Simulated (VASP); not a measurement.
# La (Fd-3m) in VASP: single point with PBEsol

Aim: the single point of La with PBEsol.

All numbers are computed with VASP 6.6.1; they aren't measurements. Logs are shortened: lines on timing, memory, paths and dates and some standing lists are left out, and cuts for length are marked.

### Step 1. The cell of the first run

Symmetry: Fd-3m, No. 227, cubic system. The conventional cell has a = 7.686 Å, b = 7.686 Å, c = 7.686 Å, α = 90.00°, β = 90.00°, γ = 90.00°. Within 4.4 Å of La (site symmetry -43m) lie 4 La at 3.33 Å.

### Step 2. Single point, PBEsol

File INCAR:

```
PREC = Accurate ; ENCUT = 520
EDIFF = 1E-7 ; ISMEAR = -1
SIGMA = 0.05 ; LREAL = False
LASPH = True ; NELM = 100
ALGO = Normal ; ISIF = 2
LWAVE = False ; LCHARG = False
GGA = PS ; NBANDS = 18
```

File KPOINTS:

```
Automatic mesh
0
Gamma
  5 5 5
```

File POSCAR:

```
La
1.0
    0.0000000000      3.8430000000      3.8430000000
    3.8430000000      0.0000000000      3.8430000000
    3.8430000000      3.8430000000      0.0000000000
La
2
Direct
    0.0000000000      0.0000000000      0.0000000000
    0.2500000000      0.2500000000      0.2500000000
```

Potentials or basis: VASP PAW PBE potentials, release 64 (La).

Launch:

```console
$ cat potpaw_PBE.64/La/POTCAR > POTCAR
$ mpirun -np 1 vasp_std > vasp.out
```

OUTCAR:

```text
PREC = Accurate
   ENCUT = 520
   EDIFF = 1E-7
   ISMEAR = -1
   LREAL = False
   LASPH = True
   NELM = 100
   ISIF = 2
   GGA = PS

 ion  position               nearest neighbor table
   1  0.000  0.000  0.000-   2 3.33   2 3.33   2 3.33   2 3.33
   2  0.250  0.250  0.250-   1 3.33   1 3.33   1 3.33   1 3.33

  LATTYP: Found a face centered cubic cell.
 ALAT       =     7.6860000000

  Lattice vectors:

 A1 = (   0.0000000000,   3.8430000000,   3.8430000000)
 A2 = (   3.8430000000,   0.0000000000,   3.8430000000)
 A3 = (   3.8430000000,   3.8430000000,   0.0000000000)

Analysis of symmetry for initial positions (statically):
=====================================================================
 Subroutine PRICEL returns:
 Original cell was already a primitive cell.

 Routine SETGRP: Setting up the symmetry group for a
 face centered cubic supercell.

 Subroutine GETGRP returns: Found 48 space group operations
 (whereof 24 operations were pure point group operations)
 out of a pool of 48 trial point group operations.

The static configuration has the point symmetry T_d .
 The point group associated with its full space group is O_h .

Analysis of symmetry for dynamics (positions and initial velocities):
=====================================================================
 Subroutine PRICEL returns:
 Original cell was already a primitive cell.

 Routine SETGRP: Setting up the symmetry group for a
 face centered cubic supercell.

 Subroutine GETGRP returns: Found 48 space group operations
 (whereof 24 operations were pure point group operations)
 out of a pool of 48 trial point group operations.

The dynamic configuration has the point symmetry T_d .
 The point group associated with its full space group is O_h .

 Subroutine INISYM returns: Found 48 space group operations
 (whereof 24 operations are pure point group operations),
 and found     1 'primitive' translations

----------------------------------------------------------------------------------------

                                     Primitive cell

  volume of cell :     113.5118

  direct lattice vectors                    reciprocal lattice vectors
     0.000000000  3.843000000  3.843000000    -0.130106687  0.130106687  0.130106687
     3.843000000  0.000000000  3.843000000     0.130106687 -0.130106687  0.130106687
     3.843000000  3.843000000  0.000000000     0.130106687  0.130106687 -0.130106687

  length of vectors
     5.434822720  5.434822720  5.434822720     0.225351393  0.225351393  0.225351393

  position of ions in fractional coordinates (direct lattice)
     0.000000000  0.000000000  0.000000000
     0.250000000  0.250000000  0.250000000

  ion indices of the primitive-cell ions
   primitive index   ion index
                 1           1
                 2           2

----------------------------------------------------------------------------------------

 KPOINTS: Automatic mesh

Automatic generation of k-mesh.
 Grid dimensions read from file:
 generate k-points for:    5    5    5

 Generating k-lattice:

  Cartesian coordinates                     Fractional coordinates (reciprocal lattice)
    -0.026021337  0.026021337  0.026021337     0.200000000  0.000000000  0.000000000
     0.026021337 -0.026021337  0.026021337     0.000000000  0.200000000  0.000000000
     0.026021337  0.026021337 -0.026021337     0.000000000  0.000000000  0.200000000

  Length of vectors
     0.045070279  0.045070279  0.045070279

  Shift w.r.t. Gamma in fractional coordinates (k-lattice)
     0.000000000  0.000000000  0.000000000

 Subroutine IBZKPT returns following result:
 ===========================================

 Found     10 irreducible k-points:

 Following reciprocal coordinates:
            Coordinates               Weight
  0.000000  0.000000  0.000000      1.000000
  0.200000  0.000000  0.000000      8.000000
  0.400000  0.000000  0.000000      8.000000
  0.200000  0.200000  0.000000      6.000000
  0.400000  0.200000  0.000000     24.000000
 -0.400000  0.200000  0.000000     24.000000
 -0.200000  0.200000  0.000000     12.000000
  0.400000  0.400000  0.000000      6.000000
 -0.400000  0.400000  0.000000     12.000000
 -0.400000  0.400000  0.200000     24.000000
   k-points           NKPTS =     10   k-points in BZ     NKDIM =     10   number of bands    NBANDS=     18
   number of dos      NEDOS =    301   number of ions     NIONS =      2
   total plane-waves  NPLWV =  64000
   dimension x,y,z NGX =    40 NGY =   40 NGZ =   40
   dimension x,y,z NGXF=    80 NGYF=   80 NGZF=   80
   ions per type =               2
   NGX,Y,Z   is equivalent  to a cutoff of  12.24, 12.24, 12.24 a.u.
   NGXF,Y,Z  is equivalent  to a cutoff of  24.47, 24.47, 24.47 a.u.
 SYSTEM =  unknown system
   PREC   = accura    normal or accurate (medium, high low for compatibility)
   ISTART =      0    job   : 0-new  1-cont  2-samecut
   ICHARG =      2    charge: 1-file 2-atom 10-const
   ISPIN  =      1    spin polarized calculation?
   LNONCOLLINEAR =      F non collinear calculations
   LSORBIT =      F    spin-orbit coupling
   LASPH  =      T    aspherical Exc in radial PAW
   ENCUT  =  520.0 eV  38.22 Ry    6.18 a.u.  10.11 10.11 10.11*2*pi/ulx,y,z
   NELM   =    100;   NELMIN=  2; NELMDL= -5     # of ELM steps
   EDIFF  = 0.1E-06   stopping-criterion for ELM
   LREAL  =      F    real-space projection
   EDIFFG = 0.1E-05   stopping-criterion for IOM
   NSW    =      0    number of steps for IOM
   IBRION =     -1    ionic relax: 0-MD 1-quasi-New 2-CG
   NFREE  =      0    steps in history (QN), initial steepest desc. (CG)
   ISIF   =      2    stress and relaxation
   ISYM   =      2    0-nonsym 1-usesym 2-fastsym
   POTIM  = 0.5000    time-step for ionic-motion
   TEBEG  =    0.0;   TEEND  =   0.0 temperature during run
   PSTRESS=    0.0 pullay stress
   NELECT =      22.0000    total number of electrons
   NUPDOWN=      -1.0000    fix difference up-down
   EMIN   =  10.00;   EMAX   =-10.00  energy-range for DOS
   EFERMI =   0.00;   METHOD = LEGACY
   ISMEAR =    -1;   SIGMA  =   0.05  broadening in eV -4-tet -1-fermi 0-gaus
   EFERMI_NEDOS =   21; number of points for ismear=-14 and -15
   IALGO  =     38    algorithm
   IMIX   =      4    mixing-type and parameters
     AMIX     =   0.40;   BMIX     =  1.00
     AMIX_MAG =   1.60;   BMIX_MAG =  1.00
  volume/ion in A,a.u.               =      56.76       383.01
  Fermi-wavevector in a.u.,A,eV,Ry     =   0.947404  1.790334 12.212247  0.897575
  Thomas-Fermi vector in A             =   2.075494
   LORBIT       =      0    0 simple, 1 ext, 2 COOP (PROOUT), +10 PAW based schemes
   GGA     = PS    functional components
   LHFCALC =     F    Hartree Fock is set to
   AEXX    =    0.0000 exact exchange contribution
   IVDW    =     0    specifies the selected vdW correction
   LEPSILON=     F    determine dielectric tensor
   LRPA    =     F    only Hartree local field effects (RPA)
 non-spin polarized calculation
  energy-cutoff  :      520.00
  volume of cell :      113.51
 maximum number of plane-waves:      3119
   NGX = 21   NGY = 21   NGZ = 21

 number of electron      22.0000004 magnetization

 Free energy of the ion-electron system (eV)
  ---------------------------------------------------
  ext. energy  EPLUGINS =         0.00000000
  ---------------------------------------------------
  free energy    TOTEN  =        -7.51885431 eV

  energy without entropy =       -7.47131156  energy(sigma->0) =       -7.49508294

 E-fermi :   3.9005     XC(G=0):  -7.8589

 val. band max:        3.8851002362   @ k =  -0.4000   0.4000   0.0000
 cond. band min:       3.9388306037   @ k =   0.4000   0.4000   0.0000
 fundamental gap:      0.0537303675
 Fermi energy:         3.9004608246

 k-point     1 :       0.0000    0.0000    0.0000
  band No.  band energies     occupation
      1     -29.5230      2.00000
      2     -29.0678      2.00000
      3     -13.4723      2.00000
      4     -13.4723      2.00000
      5     -13.4723      2.00000
      6     -12.5721      2.00000
[... 10 lines left out ...]
     17       5.2362      0.00000
     18       5.2510      0.00000

 k-point     2 :       0.2000    0.0000    0.0000
  band No.  band energies     occupation
      1     -29.4925      2.00000
      2     -29.1008      2.00000
      3     -13.5116      2.00000
      4     -13.5116      2.00000
      5     -13.4716      2.00000
      6     -12.5706      2.00000
[... 10 lines left out ...]
     17       5.1958      0.00000
     18       5.2355      0.00000

 k-point     3 :       0.4000    0.0000    0.0000
  band No.  band energies     occupation
      1     -29.4276      2.00000
      2     -29.1697      2.00000
      3     -13.5684      2.00000
      4     -13.5684      2.00000
      5     -13.4744      2.00000
      6     -12.5632      2.00000
[... 10 lines left out ...]
     17       5.2531      0.00000
     18       5.3444      0.00000

 k-point     4 :       0.2000    0.2000    0.0000
  band No.  band energies     occupation
      1     -29.4811      2.00000
      2     -29.1130      2.00000
      3     -13.5560      2.00000
      4     -13.5560      2.00000
      5     -13.3875      2.00000
      6     -12.6640      2.00000
[... 10 lines left out ...]
     17       5.1712      0.00000
     18       5.2291      0.00000

 k-point     5 :       0.4000    0.2000    0.0000
  band No.  band energies     occupation
      1     -29.4210      2.00000
      2     -29.1766      2.00000
      3     -13.6326      2.00000
      4     -13.6104      2.00000
      5     -13.3184      2.00000
      6     -12.7292      2.00000
[... 10 lines left out ...]
     17       5.1509      0.00000
     18       5.2628      0.00000

 k-point     6 :      -0.4000    0.2000    0.0000
  band No.  band energies     occupation
      1     -29.3872      2.00000
      2     -29.2118      2.00000
      3     -13.6758      2.00000
      4     -13.6044      2.00000
      5     -13.3098      2.00000
      6     -12.7288      2.00000
[... 10 lines left out ...]
     17       5.2335      0.00000
     18       5.3270      0.00000

 k-point     7 :      -0.2000    0.2000    0.0000
  band No.  band energies     occupation
      1     -29.4470      2.00000
      2     -29.1493      2.00000
      3     -13.6222      2.00000
      4     -13.5451      2.00000
      5     -13.3909      2.00000
      6     -12.6490      2.00000
[... 10 lines left out ...]
     17       5.1647      0.00000
     18       5.1885      0.00000

 k-point     8 :       0.4000    0.4000    0.0000
  band No.  band energies     occupation
      1     -29.3700      2.00000
      2     -29.2295      2.00000
      3     -13.6665      2.00000
      4     -13.6665      2.00000
      5     -13.1675      2.00000
      6     -12.8940      2.00000
[... 10 lines left out ...]
     17       5.2572      0.00000
     18       5.2577      0.00000

 k-point     9 :      -0.4000    0.4000    0.0000
  band No.  band energies     occupation
      1     -29.3218      2.00000
      2     -29.2784      2.00000
      3     -13.7023      2.00000
      4     -13.6631      2.00000
      5     -13.1056      2.00000
      6     -12.9459      2.00000
[... 10 lines left out ...]
     17       5.2559      0.00000
     18       5.2813      0.00000

 k-point    10 :      -0.4000    0.4000    0.2000
  band No.  band energies     occupation
      1     -29.3567      2.00000
      2     -29.2430      2.00000
      3     -13.6929      2.00000
      4     -13.6526      2.00000
      5     -13.1728      2.00000
      6     -12.8713      2.00000
[... 10 lines left out ...]
     17       5.1598      0.00000
     18       5.2763      0.00000

------------------------ aborting loop because EDIFF is reached ----------------------------------------

  FORCE on cell =-STRESS in cart. coord.  units (eV):
  Direction    XX          YY          ZZ          XY          YZ          ZX
  --------------------------------------------------------------------------------------
  -------------------------------------------------------------------------------------
  Total       -3.3904841     -3.3904841     -3.3904841      0.0000000     -0.0000000      0.0000000
  in kB      -47.8554212    -47.8554212    -47.8554212      0.0000000     -0.0000000      0.0000000
  external PRESSURE =     -47.8554212 kB  Pullay stress =       0.0000000 kB

 VOLUME and BASIS-vectors are now :
 -----------------------------------------------------------------------------
  energy-cutoff  :      520.00
  volume of cell :      113.51
      direct lattice vectors                 reciprocal lattice vectors
     0.000000000  3.843000000  3.843000000    -0.130106687  0.130106687  0.130106687
     3.843000000  0.000000000  3.843000000     0.130106687 -0.130106687  0.130106687
     3.843000000  3.843000000  0.000000000     0.130106687  0.130106687 -0.130106687

 POSITION                                       TOTAL-FORCE (eV/Angst)
 -----------------------------------------------------------------------------------
      0.00000      0.00000      0.00000         0.000000      0.000000      0.000000
      1.92150      1.92150      1.92150        -0.000000     -0.000000     -0.000000
 -----------------------------------------------------------------------------------
    total drift:                               -0.000000      0.000000      0.000000

  FREE ENERGIE OF THE ION-ELECTRON SYSTEM (eV)
  ---------------------------------------------------
  free  energy   TOTEN  =        -7.5188543133 eV

  energy  without entropy=       -7.4713115649  energy(sigma->0) =       -7.49508294
```

Run time: 18 s. Hardware: 1 thread of Intel Xeon 6975P-C (Granite Rapids), shared host; peak memory 0.24 GiB.

What came out:

| Property | Result |
| --- | --- |
| Free energy | -7.5189 eV |
| Pressure | -4.8 GPa |
| Band gap on the k mesh | zero (band 11 reaches 4.03 eV, above the bottom of band 12 at 3.71 eV) |

Levels at points of the mesh, in eV from the Fermi level:
| k point | band 9 | band 10 | band 11 | band 12 | band 13 | band 14 |
| --- | --- | --- | --- | --- | --- | --- |
| (0.00, 0.00, 0.00) | -2.29 | -0.17 | -0.17 | 0.63 | 0.63 | 0.63 |

Caveat: the PAW data sets were made with another functional, which shifts forces and pressure a little; spin-orbit coupling is left out, which moves the levels of the heavy elements.
